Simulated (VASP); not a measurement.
# Pt (Fm-3m) in VASP: further runs, part 2 of 2

VASP 6.6.1.

### 4 Relaxation of cell and atoms, LDA

This run uses another cell than the first one, of 15.64 Å³/atom, 1.060 times its volume.

Contents of INCAR:

```
SYSTEM = Pt
  PREC = Accurate
  ENCUT = 500
  EDIFF = 1E-7
  ISMEAR = 0
  SIGMA = 0.1
  LREAL = .False.
  LASPH = .True.
  NELM = 120
  ALGO = Normal
  ISIF = 3
  LWAVE = .False.
  LCHARG = .False.
  GGA = CA
  IBRION = 2
  NSW = 70
  EDIFFG = -0.005
  GGA_COMPAT = .False.
  NELMIN = 4
```

Contents of KPOINTS:

```
regular mesh
0
Gamma
  18 18 18
  0 0 0
```

Contents of POSCAR:

```
Pt
1.0
    0.0000000000      1.9850569796      1.9850569796
    1.9850569796      0.0000000000      1.9850569796
    1.9850569796      1.9850569796      0.0000000000
Pt
1
Direct
    0.0000000000      0.0000000000      0.0000000000
```

Potentials or basis: VASP PAW LDA potentials, release 64 (Pt_sv_GW).

The run is started by

```
$ cat potpaw_LDA.64/Pt_sv_GW/POTCAR > POTCAR
$ mpirun -np 1 vasp_std > vasp.out
```

OUTCAR:

```text
SYSTEM = Pt
   PREC = Accurate
   ENCUT = 500
   EDIFF = 1E-7
   ISMEAR = 0
   LREAL = .False.
   LASPH = .True.
   NELM = 120
   ISIF = 3
   GGA = CA
   IBRION = 2
   NSW = 70
   EDIFFG = -0.005
   NELMIN = 4

 ion  position               nearest neighbor table
   1  0.000  0.000  0.000-

  LATTYP: Found a face centered cubic cell.
 ALAT       =     3.9701139592

  Lattice vectors:

 A1 = (   0.0000000000,   1.9850569796,   1.9850569796)
 A2 = (   1.9850569796,   0.0000000000,   1.9850569796)
 A3 = (   1.9850569796,   1.9850569796,   0.0000000000)

Analysis of symmetry for initial positions (statically):
=====================================================================
 Subroutine PRICEL returns:
 Original cell was already a primitive cell.

 Routine SETGRP: Setting up the symmetry group for a
 face centered cubic supercell.

 Subroutine GETGRP returns: Found 48 space group operations
 (whereof 48 operations were pure point group operations)
 out of a pool of 48 trial point group operations.

The static configuration has the point symmetry O_h .

Analysis of symmetry for dynamics (positions and initial velocities):
=====================================================================
 Subroutine PRICEL returns:
 Original cell was already a primitive cell.

 Routine SETGRP: Setting up the symmetry group for a
 face centered cubic supercell.

 Subroutine GETGRP returns: Found 48 space group operations
 (whereof 48 operations were pure point group operations)
 out of a pool of 48 trial point group operations.

The dynamic configuration has the point symmetry O_h .

 Subroutine INISYM returns: Found 48 space group operations
 (whereof 48 operations are pure point group operations),
 and found     1 'primitive' translations

----------------------------------------------------------------------------------------

                                     Primitive cell

  volume of cell :      15.6440

  direct lattice vectors                    reciprocal lattice vectors
     0.000000000  1.985056980  1.985056980    -0.251881938  0.251881938  0.251881938
     1.985056980  0.000000000  1.985056980     0.251881938 -0.251881938  0.251881938
     1.985056980  1.985056980  0.000000000     0.251881938  0.251881938 -0.251881938

  length of vectors
     2.807294503  2.807294503  2.807294503     0.436272315  0.436272315  0.436272315

  position of ions in fractional coordinates (direct lattice)
     0.000000000  0.000000000  0.000000000

  ion indices of the primitive-cell ions
   primitive index   ion index
                 1           1

----------------------------------------------------------------------------------------

 KPOINTS: regular mesh

Automatic generation of k-mesh.
 Grid dimensions read from file:
 generate k-points for:   18   18   18

 Generating k-lattice:

  Cartesian coordinates                     Fractional coordinates (reciprocal lattice)
    -0.013993441  0.013993441  0.013993441     0.055555556  0.000000000  0.000000000
     0.013993441 -0.013993441  0.013993441     0.000000000  0.055555556  0.000000000
     0.013993441  0.013993441 -0.013993441     0.000000000  0.000000000  0.055555556

  Length of vectors
     0.024237351  0.024237351  0.024237351

  Shift w.r.t. Gamma in fractional coordinates (k-lattice)
     0.000000000  0.000000000  0.000000000

 Subroutine IBZKPT returns following result:
 ===========================================

 Found    195 irreducible k-points:

 Following reciprocal coordinates:
            Coordinates               Weight
  0.000000  0.000000  0.000000      1.000000
  0.055556  0.000000  0.000000      8.000000
  0.111111  0.000000  0.000000      8.000000
  0.166667  0.000000  0.000000      8.000000
  0.222222  0.000000  0.000000      8.000000
  0.277778  0.000000  0.000000      8.000000
[... 16 lines left out ...]
 -0.277778  0.055556  0.000000     24.000000
 -0.222222  0.055556  0.000000     24.000000
 [... further k-points ...]
   k-points           NKPTS =    195   k-points in BZ     NKDIM =    195   number of bands    NBANDS=     13
   number of dos      NEDOS =    301   number of ions     NIONS =      1
   total plane-waves  NPLWV =   8000
   dimension x,y,z NGX =    20 NGY =   20 NGZ =   20
   dimension x,y,z NGXF=    40 NGYF=   40 NGZF=   40
   ions per type =               1
   NGX,Y,Z   is equivalent  to a cutoff of  11.84, 11.84, 11.84 a.u.
   NGXF,Y,Z  is equivalent  to a cutoff of  23.69, 23.69, 23.69 a.u.
 SYSTEM =  Pt
   PREC   = accura    normal or accurate (medium, high low for compatibility)
   ISTART =      0    job   : 0-new  1-cont  2-samecut
   ICHARG =      2    charge: 1-file 2-atom 10-const
   ISPIN  =      1    spin polarized calculation?
   LNONCOLLINEAR =      F non collinear calculations
   LSORBIT =      F    spin-orbit coupling
   LASPH  =      T    aspherical Exc in radial PAW
   ENCUT  =  500.0 eV  36.75 Ry    6.06 a.u.   5.12  5.12  5.12*2*pi/ulx,y,z
   NELM   =    120;   NELMIN=  4; NELMDL= -5     # of ELM steps
   EDIFF  = 0.1E-06   stopping-criterion for ELM
   LREAL  =      F    real-space projection
   EDIFFG = -.5E-02   stopping-criterion for IOM
   NSW    =     70    number of steps for IOM
   IBRION =      2    ionic relax: 0-MD 1-quasi-New 2-CG
   NFREE  =      1    steps in history (QN), initial steepest desc. (CG)
   ISIF   =      3    stress and relaxation
   ISYM   =      2    0-nonsym 1-usesym 2-fastsym
   POTIM  = 0.5000    time-step for ionic-motion
   TEBEG  =    0.0;   TEEND  =   0.0 temperature during run
   PSTRESS=    0.0 pullay stress
   NELECT =      18.0000    total number of electrons
   NUPDOWN=      -1.0000    fix difference up-down
   EMIN   =  10.00;   EMAX   =-10.00  energy-range for DOS
   EFERMI =   0.00;   METHOD = LEGACY
   ISMEAR =     0;   SIGMA  =   0.10  broadening in eV -4-tet -1-fermi 0-gaus
   EFERMI_NEDOS =   21; number of points for ismear=-14 and -15
   IALGO  =     38    algorithm
   IMIX   =      4    mixing-type and parameters
     AMIX     =   0.40;   BMIX     =  1.00
     AMIX_MAG =   1.60;   BMIX_MAG =  1.00
  volume/ion in A,a.u.               =      15.64       105.57
  Fermi-wavevector in a.u.,A,eV,Ry     =   1.715468  3.241765 40.039652  2.942831
  Thomas-Fermi vector in A             =   2.792835
   LORBIT       =      0    0 simple, 1 ext, 2 COOP (PROOUT), +10 PAW based schemes
   GGA     = CA    functional components
   LHFCALC =     F    Hartree Fock is set to
   AEXX    =    0.0000 exact exchange contribution
   IVDW    =     0    specifies the selected vdW correction
   LEPSILON=     F    determine dielectric tensor
   LRPA    =     F    only Hartree local field effects (RPA)
 conjugate gradient relaxation of ions
 non-spin polarized calculation
 Gauss-broadening in eV      SIGMA  =   0.10
  energy-cutoff  :      500.00
  volume of cell :       15.64
 maximum number of plane-waves:       411
   NGX = 11   NGY = 11   NGZ = 11

--------------------------------------- Ionic step        1  -------------------------------------------

 number of electron      18.0000002 magnetization

 Free energy of the ion-electron system (eV)
  ---------------------------------------------------
  ext. energy  EPLUGINS =         0.00000000
  ---------------------------------------------------
  free energy    TOTEN  =        -7.28014133 eV

  energy without entropy =       -7.26883828  energy(sigma->0) =       -7.27448981

 E-fermi :   9.8072     XC(G=0): -14.1384

 val. band max:        9.8069344846   @ k =   0.3889   0.3333   0.0556
 cond. band min:       9.8205195124   @ k =  -0.4444   0.2778   0.0556
 fundamental gap:      0.0135850278
 Fermi energy:         9.8071998413

 k-point     1 :       0.0000    0.0000    0.0000
  band No.  band energies     occupation
      1     -88.3141      2.00000
      2     -42.5447      2.00000
      3     -42.5447      2.00000
      4     -42.5447      2.00000
      5       0.0152      2.00000
      6       6.2237      2.00000
      7       6.2237      2.00000
      8       6.2237      2.00000
      9       8.2752      2.00000
     10       8.2752      2.00000
     11      24.5705      0.00000
     12      29.2592      0.00000
     13      29.2592      0.00000
[... 645 lines left out ...]
  energy  without entropy=       -7.3275749771  energy(sigma->0) =       -7.33269197

--------------------------------------- Ionic step        9  -------------------------------------------

 number of electron      17.9999999 magnetization

 Free energy of the ion-electron system (eV)
  ---------------------------------------------------
  ext. energy  EPLUGINS =         0.00000000
  ---------------------------------------------------
  free energy    TOTEN  =        -7.33780943 eV

  energy without entropy =       -7.32757377  energy(sigma->0) =       -7.33269160

 E-fermi :  10.9961     XC(G=0): -14.5531

 val. band max:       10.9909934778   @ k =  -0.3333   0.3889   0.1111
 cond. band min:      11.0158666344   @ k =  -0.4444   0.2778   0.0556
 fundamental gap:      0.0248731566
 Fermi energy:        10.9961296523

 k-point     1 :       0.0000    0.0000    0.0000
  band No.  band energies     occupation
      1     -87.3728      2.00000
      2     -41.5523      2.00000
      3     -41.5523      2.00000
      4     -41.5523      2.00000
      5       0.4897      2.00000
      6       7.0167      2.00000
      7       7.0167      2.00000
      8       7.0167      2.00000
      9       9.2944      2.00000
     10       9.2944      2.00000
     11      25.5896      0.00000
     12      30.6373      0.00000
     13      30.6373      0.00000
[... 396 lines left out ...]
  FREE ENERGIE OF THE ION-ELECTRON SYSTEM (eV)
  ---------------------------------------------------
  free  energy   TOTEN  =        -7.3378094324 eV

  energy  without entropy=       -7.3275737750  energy(sigma->0) =       -7.33269160

 reached required accuracy - stopping structural energy minimisation
```

OSZICAR:

```text
N       E                     dE             d eps       ncg     rms          rms(c)
DAV:   1     0.129699001064E+03    0.12970E+03   -0.12869E+04  5486   0.146E+03
DAV:   2    -0.582200625853E+01   -0.13552E+03   -0.13080E+03  6030   0.468E+02
[... 83 lines left out ...]
   8 F= -.73378090E+01 E0= -.73326920E+01  d E =-.104121E-04
       N       E                     dE             d eps       ncg     rms          rms(c)
DAV:   1    -0.733781348587E+01   -0.45032E-05   -0.76121E-05  5635   0.126E-01    0.236E-02
DAV:   2    -0.733780950691E+01    0.39790E-05   -0.85503E-06  5250   0.387E-02    0.433E-03
DAV:   3    -0.733780940486E+01    0.10204E-06   -0.68201E-07  5500   0.103E-02    0.274E-03
DAV:   4    -0.733780943245E+01   -0.27585E-07   -0.46214E-08  2535   0.253E-03
   9 F= -.73378094E+01 E0= -.73326916E+01  d E =-.108732E-04
```

CONTCAR:

```text
Pt
   1.00000000000000
    -0.0000000000000000    1.9429689047359202    1.9429689047359202
     1.9429689047359202    0.0000000000000000    1.9429689047359202
     1.9429689047359202    1.9429689047359202   -0.0000000000000000
  Pt
     1
Direct
     0.0000000000000000    0.0000000000000000    0.0000000000000000

  0.00000000E+00  0.00000000E+00  0.00000000E+00
```

Run time: 78 s. Hardware: 1 thread of Intel Xeon 6975P-C (Granite Rapids), shared host; peak memory 0.17 GiB.

What came out:

| Property | Result |
| --- | --- |
| Free energy | -7.3378 eV |
| Relaxed volume | 14.67 Å³/atom |
| Relaxed cell | a = 2.748 Å, b = 2.748 Å, c = 2.748 Å, α = 60.00°, β = 60.00°, γ = 60.00° |
| Space group after relaxing (to 0.05 Å) | Fm-3m (No. 225) |
| Energy gained by relaxing | 57.7 meV/atom |
| Ionic steps | 9 |
| Pressure after relaxing | 0.0 GPa |
| Band gap on the k mesh | zero (band 9 reaches 11.51 eV, above the bottom of band 10 at 9.18 eV) |

Step by step:
```
step  energy change (eV)  largest force (eV/Å)  pressure (GPa)  volume (Å³)
   1              0.0000                0.0000          -17.76        15.64
   2              0.6650                0.0000          107.03        12.04
   3             -0.0573                0.0000           -1.70        14.75
   4             -0.0576                0.0000           -0.65        14.69
   5             -0.0577                0.0000            0.28        14.66
   6             -0.0576                0.0000           -0.75        14.71
   7             -0.0577                0.0000           -0.09        14.67
   8             -0.0577                0.0000            0.08        14.67
   9             -0.0577                0.0000            0.05        14.67
```

Final structure:
```
Pt
1.0
     0.00000    1.94297    1.94297
     1.94297    0.00000    1.94297
     1.94297    1.94297    0.00000
Pt
1
Direct
  0.00000 0.00000 0.00000
```

Levels at points of the mesh, in eV from the Fermi level:
```csv
k point,band 7,band 8,band 9,band 10,band 11,band 12
"(0.00, 0.00, 0.00)",-3.98,-3.98,-1.70,-1.70,14.59,19.64
"(0.50, 0.00, 0.00)",-4.04,-0.55,0.04,0.04,6.07,14.17
"(0.50, 0.50, 0.00)",0.02,0.51,0.51,1.76,9.21,11.48
```

Caveat: spin-orbit coupling is left out, which moves the levels of the heavy elements. Zero-point motion and thermal expansion aren't in these numbers.

### 5 The runs side by side

| task | potentials or basis | cell | cutoff (eV) | second run | gap on the mesh (eV) | pressure (GPa) | relaxed volume (Å³/atom) |
| --- | --- | --- | --- | --- | --- | --- | --- |
| single point | VASP PAW LDA potentials, release 64 (Pt) | a = 2.753 Å, angles 60.0°, 1 atom | 520 | - | none | 0.8 | - |
| relaxation of cell and atoms | VASP PAW LDA potentials, release 64 (Pt) | relaxed from a = 2.807 Å, angles 60.0°, 1 atom | 600 | - | none | 0.0 | 14.80 |
| relaxation of cell and atoms | VASP PAW LDA potentials, release 64 (Pt_sv_GW) | relaxed from a = 2.807 Å, angles 60.0°, 1 atom | 500 | valence_matched | none | 0.0 | 14.67 |

Alike in all rows: level LDA; no spin polarisation; k mesh 18 × 18 × 18; smearing gaussian 0.1 eV.

Caveats: spin-orbit coupling is left out, which moves the levels of the heavy elements.

Absolute energies hang on the potentials; compare differences alone.
